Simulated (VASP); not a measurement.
# MgS (Fm-3m) in VASP: further runs

The runs below take MgS through electric field gradients, with PBE.

Program: VASP 6.6.1. These are calculated values, not measurements. Logs are shortened: lines on timing, memory, paths and dates and some standing lists are left out, and cuts for length are marked.

## 1. The cell of the first run

The structure is cubic, space group Fm-3m (No. 225). Conventional cell: a = 5.289 Å, b = 5.289 Å, c = 5.289 Å, α = 90.00°, β = 90.00°, γ = 90.00°. Mg (site symmetry m-3m) has 6 S at 2.64 Å within 3.5 Å. Within 3.5 Å of S (site symmetry m-3m) lie 6 Mg at 2.64 Å.

## 2. Electric field gradients, PBE (volume scaled by 1.05)

File INCAR:

```
SYSTEM = MgS
ALGO = Normal ; EDIFF = 1E-8
ENCUT = 520 ; GGA = PE
GGA_COMPAT = .FALSE. ; ISIF = 2
ISMEAR = -1 ; LASPH = .TRUE.
LCHARG = .FALSE. ; LEFG = .TRUE.
LREAL = .FALSE. ; LWAVE = .FALSE.
NBANDS = 11 ; NELM = 120
PREC = Accurate ; SIGMA = 0.03
```

File KPOINTS:

```
k-points
0
G
  10 10 10
  0 0 0
```

File POSCAR:

```
MgS
1.0
    0.0000000000      2.6443075817      2.6443075817
    2.6443075817      0.0000000000      2.6443075817
    2.6443075817      2.6443075817      0.0000000000
Mg S
1 1
Direct
    0.0000000000      0.0000000000      0.0000000000
    0.5000000000      0.5000000000      0.5000000000
```

Potentials or basis: VASP PAW PBE potentials, release 64 (Mg, S).

Started as:

```console
cat potpaw_PBE.64/Mg/POTCAR potpaw_PBE.64/S/POTCAR > POTCAR
mpirun -np 1 vasp_std > vasp.out
```

OUTCAR:

```text
SYSTEM = MgS
   EDIFF = 1E-8
   ENCUT = 520
   GGA = PE
   ISIF = 2
   ISMEAR = -1
   LASPH = .TRUE.
   LREAL = .FALSE.
   NELM = 120
   PREC = Accurate

 ion  position               nearest neighbor table
   1  0.000  0.000  0.000-   2 2.64   2 2.64   2 2.64   2 2.64   2 2.64   2 2.64
   2  0.500  0.500  0.500-   1 2.64   1 2.64   1 2.64   1 2.64   1 2.64   1 2.64

  LATTYP: Found a face centered cubic cell.
 ALAT       =     5.2886151634

  Lattice vectors:

 A1 = (   0.0000000000,   2.6443075817,   2.6443075817)
 A2 = (   2.6443075817,   0.0000000000,   2.6443075817)
 A3 = (   2.6443075817,   2.6443075817,   0.0000000000)

Analysis of symmetry for initial positions (statically):
=====================================================================
 Subroutine PRICEL returns:
 Original cell was already a primitive cell.

 Routine SETGRP: Setting up the symmetry group for a
 face centered cubic supercell.

 Subroutine GETGRP returns: Found 48 space group operations
 (whereof 48 operations were pure point group operations)
 out of a pool of 48 trial point group operations.

The static configuration has the point symmetry O_h .

Analysis of symmetry for dynamics (positions and initial velocities):
=====================================================================
 Subroutine PRICEL returns:
 Original cell was already a primitive cell.

 Routine SETGRP: Setting up the symmetry group for a
 face centered cubic supercell.

 Subroutine GETGRP returns: Found 48 space group operations
 (whereof 48 operations were pure point group operations)
 out of a pool of 48 trial point group operations.

The dynamic configuration has the point symmetry O_h .

 Subroutine INISYM returns: Found 48 space group operations
 (whereof 48 operations are pure point group operations),
 and found     1 'primitive' translations

----------------------------------------------------------------------------------------

                                     Primitive cell

  volume of cell :      36.9799

  direct lattice vectors                    reciprocal lattice vectors
     0.000000000  2.644307582  2.644307582    -0.189085416  0.189085416  0.189085416
     2.644307582  0.000000000  2.644307582     0.189085416 -0.189085416  0.189085416
     2.644307582  2.644307582  0.000000000     0.189085416  0.189085416 -0.189085416

  length of vectors
     3.739615645  3.739615645  3.739615645     0.327505548  0.327505548  0.327505548

  position of ions in fractional coordinates (direct lattice)
     0.000000000  0.000000000  0.000000000
     0.500000000  0.500000000  0.500000000

  ion indices of the primitive-cell ions
   primitive index   ion index
                 1           1
                 2           2

----------------------------------------------------------------------------------------

 KPOINTS: k-points

Automatic generation of k-mesh.
 Grid dimensions read from file:
 generate k-points for:   10   10   10

 Generating k-lattice:

  Cartesian coordinates                     Fractional coordinates (reciprocal lattice)
    -0.018908542  0.018908542  0.018908542     0.100000000  0.000000000  0.000000000
     0.018908542 -0.018908542  0.018908542     0.000000000  0.100000000  0.000000000
     0.018908542  0.018908542 -0.018908542     0.000000000  0.000000000  0.100000000

  Length of vectors
     0.032750555  0.032750555  0.032750555

  Shift w.r.t. Gamma in fractional coordinates (k-lattice)
     0.000000000  0.000000000  0.000000000

 Subroutine IBZKPT returns following result:
 ===========================================

 Found     47 irreducible k-points:

 Following reciprocal coordinates:
            Coordinates               Weight
  0.000000  0.000000  0.000000      1.000000
  0.100000  0.000000  0.000000      8.000000
  0.200000  0.000000  0.000000      8.000000
  0.300000  0.000000  0.000000      8.000000
  0.400000  0.000000  0.000000      8.000000
  0.500000  0.000000  0.000000      4.000000
[... 16 lines left out ...]
  0.300000  0.300000  0.000000      6.000000
  0.400000  0.300000  0.000000     24.000000
 [... further k-points ...]
   k-points           NKPTS =     47   k-points in BZ     NKDIM =     47   number of bands    NBANDS=     11
   number of dos      NEDOS =    301   number of ions     NIONS =      2
   total plane-waves  NPLWV =  21952
   dimension x,y,z NGX =    28 NGY =   28 NGZ =   28
   dimension x,y,z NGXF=    56 NGYF=   56 NGZF=   56
   ions per type =               1   1
   NGX,Y,Z   is equivalent  to a cutoff of  12.45, 12.45, 12.45 a.u.
   NGXF,Y,Z  is equivalent  to a cutoff of  24.89, 24.89, 24.89 a.u.
 SYSTEM =  MgS
   PREC   = accura    normal or accurate (medium, high low for compatibility)
   ISTART =      0    job   : 0-new  1-cont  2-samecut
   ICHARG =      2    charge: 1-file 2-atom 10-const
   ISPIN  =      1    spin polarized calculation?
   LNONCOLLINEAR =      F non collinear calculations
   LSORBIT =      F    spin-orbit coupling
   LASPH  =      T    aspherical Exc in radial PAW
   ENCUT  =  520.0 eV  38.22 Ry    6.18 a.u.   6.95  6.95  6.95*2*pi/ulx,y,z
   NELM   =    120;   NELMIN=  2; NELMDL= -5     # of ELM steps
   EDIFF  = 0.1E-07   stopping-criterion for ELM
   LREAL  =      F    real-space projection
   EDIFFG = 0.1E-06   stopping-criterion for IOM
   NSW    =      0    number of steps for IOM
   IBRION =     -1    ionic relax: 0-MD 1-quasi-New 2-CG
   NFREE  =      0    steps in history (QN), initial steepest desc. (CG)
   ISIF   =      2    stress and relaxation
   ISYM   =      2    0-nonsym 1-usesym 2-fastsym
   POTIM  = 0.5000    time-step for ionic-motion
   TEBEG  =    0.0;   TEEND  =   0.0 temperature during run
   PSTRESS=    0.0 pullay stress
   NELECT =       8.0000    total number of electrons
   NUPDOWN=      -1.0000    fix difference up-down
   EMIN   =  10.00;   EMAX   =-10.00  energy-range for DOS
   EFERMI =   0.00;   METHOD = LEGACY
   ISMEAR =    -1;   SIGMA  =   0.03  broadening in eV -4-tet -1-fermi 0-gaus
   EFERMI_NEDOS =   21; number of points for ismear=-14 and -15
   IALGO  =     38    algorithm
   IMIX   =      4    mixing-type and parameters
     AMIX     =   0.40;   BMIX     =  1.00
     AMIX_MAG =   1.60;   BMIX_MAG =  1.00
  volume/ion in A,a.u.               =      18.49       124.78
  Fermi-wavevector in a.u.,A,eV,Ry     =   0.982765  1.857156 13.140865  0.965826
  Thomas-Fermi vector in A             =   2.113872
   LORBIT       =      0    0 simple, 1 ext, 2 COOP (PROOUT), +10 PAW based schemes
   GGA     = PE    functional components
   LHFCALC =     F    Hartree Fock is set to
   AEXX    =    0.0000 exact exchange contribution
   IVDW    =     0    specifies the selected vdW correction
   LEPSILON=     F    determine dielectric tensor
   LRPA    =     F    only Hartree local field effects (RPA)
 non-spin polarized calculation
  energy-cutoff  :      520.00
  volume of cell :       36.98
 maximum number of plane-waves:      1010
   NGX = 13   NGY = 13   NGZ = 13

 number of electron       8.0000001 magnetization

 Free energy of the ion-electron system (eV)
  ---------------------------------------------------
  ext. energy  EPLUGINS =         0.00000000
  ---------------------------------------------------
  free energy    TOTEN  =        -8.49211089 eV

  energy without entropy =       -8.49211089  energy(sigma->0) =       -8.49211089

 E-fermi :   3.8844     XC(G=0):  -9.4887

 val. band max:        3.3016038343   @ k =   0.0000   0.0000   0.0000
 cond. band min:       5.9695012135   @ k =   0.5000   0.5000   0.0000
 fundamental gap:      2.6678973792
 Fermi energy:         3.8844476386

 k-point     1 :       0.0000    0.0000    0.0000
  band No.  band energies     occupation
      1      -9.0974      2.00000
      2       3.3016      2.00000
      3       3.3016      2.00000
      4       3.3016      2.00000
      5       6.6384      0.00000
      6      11.2815      0.00000
      7      11.2815      0.00000
      8      11.2815      0.00000
      9      13.5933      0.00000
     10      13.5933      0.00000
     11      15.7211      0.00000

 k-point     2 :       0.1000    0.0000    0.0000
  band No.  band energies     occupation
      1      -9.0074      2.00000
      2       2.5946      2.00000
      3       3.2416      2.00000
      4       3.2416      2.00000
      5       7.2302      0.00000
      6      11.0039      0.00000
      7      11.4513      0.00000
      8      11.4513      0.00000
      9      13.0647      0.00000
     10      13.0647      0.00000
     11      15.7661      0.00000

 k-point     3 :       0.2000    0.0000    0.0000
  band No.  band energies     occupation
      1      -8.7547      2.00000
      2       1.2757      2.00000
      3       3.0949      2.00000
      4       3.0949      2.00000
      5       7.9691      0.00000
      6      10.9843      0.00000
      7      11.3612      0.00000
      8      11.3612      0.00000
      9      13.0197      0.00000
     10      13.0197      0.00000
     11      15.1572      0.00000

 k-point     4 :       0.3000    0.0000    0.0000
  band No.  band energies     occupation
      1      -8.3982      2.00000
      2       0.0035      2.00000
      3       2.9310      2.00000
      4       2.9310      2.00000
      5       8.0298      0.00000
      6      10.7564      0.00000
      7      10.7564      0.00000
      8      11.8591      0.00000
      9      14.1706      0.00000
     10      14.1706      0.00000
     11      14.6531      0.00000
[... 239 lines left out ...]
 k-point    22 :      -0.2000    0.2000    0.0000
  band No.  band energies     occupation
      1      -8.2830      2.00000
      2       0.2279      2.00000
      3       1.7680      2.00000
      4       2.9779      2.00000
      5       9.3447      0.00000
      6      10.2329      0.00000
      7      10.6334      0.00000
      8      11.0534      0.00000
      9      12.8932      0.00000
     10      16.5207      0.00000
     11      17.3679      0.00000

 k-point    23 :       0.3000    0.3000    0.0000
  band No.  band energies     occupation
      1      -8.1847      2.00000
      2       0.3573      2.00000
      3       2.1738      2.00000
      4       2.1738      2.00000
      5       7.4686      0.00000
      6       8.6095      0.00000
      7      12.0156      0.00000
      8      13.9953      0.00000
      9      13.9953      0.00000
     10      14.9194      0.00000
     11      19.1560      0.00000

 k-point    24 :       0.4000    0.3000    0.0000
  band No.  band energies     occupation
      1      -7.9291      2.00000
      2      -0.1094      2.00000
      3       1.7760      2.00000
      4       2.0294      2.00000
      5       7.1155      0.00000
      6       8.6248      0.00000
      7      12.4555      0.00000
      8      13.6228      0.00000
      9      15.0101      0.00000
     10      16.3593      0.00000
     11      19.5366      0.00000

 [... further k-points ...]

------------------------ aborting loop because EDIFF is reached ----------------------------------------

  FORCE on cell =-STRESS in cart. coord.  units (eV):
  Direction    XX          YY          ZZ          XY          YZ          ZX
  --------------------------------------------------------------------------------------
  -------------------------------------------------------------------------------------
  Total       -0.5995963     -0.5995963     -0.5995963      0.0000000      0.0000000     -0.0000000
  in kB      -25.9778748    -25.9778748    -25.9778748      0.0000000      0.0000000     -0.0000000
  external PRESSURE =     -25.9778748 kB  Pullay stress =       0.0000000 kB

 VOLUME and BASIS-vectors are now :
 -----------------------------------------------------------------------------
  energy-cutoff  :      520.00
  volume of cell :       36.98
      direct lattice vectors                 reciprocal lattice vectors
     0.000000000  2.644307582  2.644307582    -0.189085416  0.189085416  0.189085416
     2.644307582  0.000000000  2.644307582     0.189085416 -0.189085416  0.189085416
     2.644307582  2.644307582  0.000000000     0.189085416  0.189085416 -0.189085416

 POSITION                                       TOTAL-FORCE (eV/Angst)
 -----------------------------------------------------------------------------------
      0.00000      0.00000      0.00000         0.000000      0.000000      0.000000
      2.64431      2.64431      2.64431        -0.000000     -0.000000     -0.000000
 -----------------------------------------------------------------------------------
    total drift:                                0.000000      0.000000      0.000000

  FREE ENERGIE OF THE ION-ELECTRON SYSTEM (eV)
  ---------------------------------------------------
  free  energy   TOTEN  =        -8.4921108886 eV

  energy  without entropy=       -8.4921108886  energy(sigma->0) =       -8.49211089

 Electric field gradients (V/A^2)
---------------------------------------------------------------------
 ion       V_xx      V_yy      V_zz      V_xy      V_xz      V_yz
---------------------------------------------------------------------
   1       0.000    -0.000    -0.000    -0.000    -0.000    -0.000
   2      -0.000     0.000    -0.000    -0.000    -0.000    -0.000
---------------------------------------------------------------------

 Electric field gradients after diagonalization (V/A^2)
 (convention: |V_zz| > |V_xx| > |V_yy|)
----------------------------------------------------------------------
 ion       V_xx      V_yy      V_zz     asymmetry (V_yy - V_xx)/ V_zz
----------------------------------------------------------------------
   1       0.000     0.000    -0.000       0.000
   2       0.000     0.000    -0.001       0.000
----------------------------------------------------------------------

           NMR quadrupolar parameters

 Cq : quadrupolar parameter    Cq=e*Q*V_zz/h
 eta: asymmetry parameters     (V_yy - V_xx)/ V_zz
 Q  : nuclear electric quadrupole moment in mb (millibarn)
----------------------------------------------------------------------
 ion       Cq(MHz)       eta       Q (mb)
----------------------------------------------------------------------
   1      -0.000       0.000       1.000
   2      -0.000       0.000       1.000
----------------------------------------------------------------------
```

Wall time 36 s (1 thread of Intel Xeon 8259CL, shared host); peak memory 0.17 GiB.

Results:

```yaml
Free_energy: -8.4921 eV
Pressure: -2.6 GPa
Band_gap_on_the_k_mesh: 2.67 eV, indirect (least direct gap 3.34 eV)
```

Caveat: without QUAD_EFG the Cq values of the log hold for a quadrupole moment of 1 mb, not for the nuclei. A k mesh can miss the band edges.

## 3. Electric field gradients, PBE (volume scaled by 1.05)

File INCAR:

```
PREC = Accurate
ENCUT = 520
EDIFF = 1E-8
ISMEAR = -1
SIGMA = 0.03
LREAL = F
LASPH = T
NELM = 120
ALGO = Normal
ISIF = 2
LWAVE = F
LCHARG = F
GGA = PE
LEFG = T
NBANDS = 11
GGA_COMPAT = F
```

File KPOINTS:

```
regular mesh
0
Gamma
  10 10 10
```

POSCAR is that of step 2.

Potentials or basis: VASP PAW PBE potentials, release 64 (Mg, S).

Started as:

```console
cat potpaw_PBE.64/Mg/POTCAR potpaw_PBE.64/S/POTCAR > POTCAR
mpirun -np 1 vasp_std > vasp.out
```

OUTCAR:

```text
PREC = Accurate
   ENCUT = 520
   EDIFF = 1E-8
   ISMEAR = -1
   LREAL = F
   LASPH = T
   NELM = 120
   ISIF = 2
   GGA = PE

 ion  position               nearest neighbor table
   1  0.000  0.000  0.000-   2 2.64   2 2.64   2 2.64   2 2.64   2 2.64   2 2.64
   2  0.500  0.500  0.500-   1 2.64   1 2.64   1 2.64   1 2.64   1 2.64   1 2.64

  LATTYP: Found a face centered cubic cell.
 ALAT       =     5.2886151634

  Lattice vectors:

 A1 = (   0.0000000000,   2.6443075817,   2.6443075817)
 A2 = (   2.6443075817,   0.0000000000,   2.6443075817)
[... 547 lines left out ...]
  ---------------------------------------------------
  free  energy   TOTEN  =        -8.4921108886 eV

  energy  without entropy=       -8.4921108886  energy(sigma->0) =       -8.49211089

 Electric field gradients (V/A^2)
---------------------------------------------------------------------
 ion       V_xx      V_yy      V_zz      V_xy      V_xz      V_yz
---------------------------------------------------------------------
   1       0.000    -0.000    -0.000    -0.000    -0.000    -0.000
   2      -0.000     0.000    -0.000    -0.000    -0.000    -0.000
---------------------------------------------------------------------

 Electric field gradients after diagonalization (V/A^2)
 (convention: |V_zz| > |V_xx| > |V_yy|)
----------------------------------------------------------------------
 ion       V_xx      V_yy      V_zz     asymmetry (V_yy - V_xx)/ V_zz
----------------------------------------------------------------------
   1       0.000     0.000    -0.000       0.000
   2       0.000     0.000    -0.001       0.000
----------------------------------------------------------------------

           NMR quadrupolar parameters

 Cq : quadrupolar parameter    Cq=e*Q*V_zz/h
 eta: asymmetry parameters     (V_yy - V_xx)/ V_zz
 Q  : nuclear electric quadrupole moment in mb (millibarn)
----------------------------------------------------------------------
 ion       Cq(MHz)       eta       Q (mb)
----------------------------------------------------------------------
   1      -0.000       0.000       1.000
   2      -0.000       0.000       1.000
----------------------------------------------------------------------
```

Run time: 32 s. Hardware: 1 thread of Intel Xeon 8259CL, shared host; peak memory 0.16 GiB.

Results:

```yaml
Free_energy: -8.4921 eV
Pressure: -2.6 GPa
Band_gap_on_the_k_mesh: 2.67 eV, indirect (least direct gap 3.34 eV)
```

Caveat: without QUAD_EFG the Cq values of the log hold for a quadrupole moment of 1 mb, not for the nuclei. A k mesh can miss the band edges.
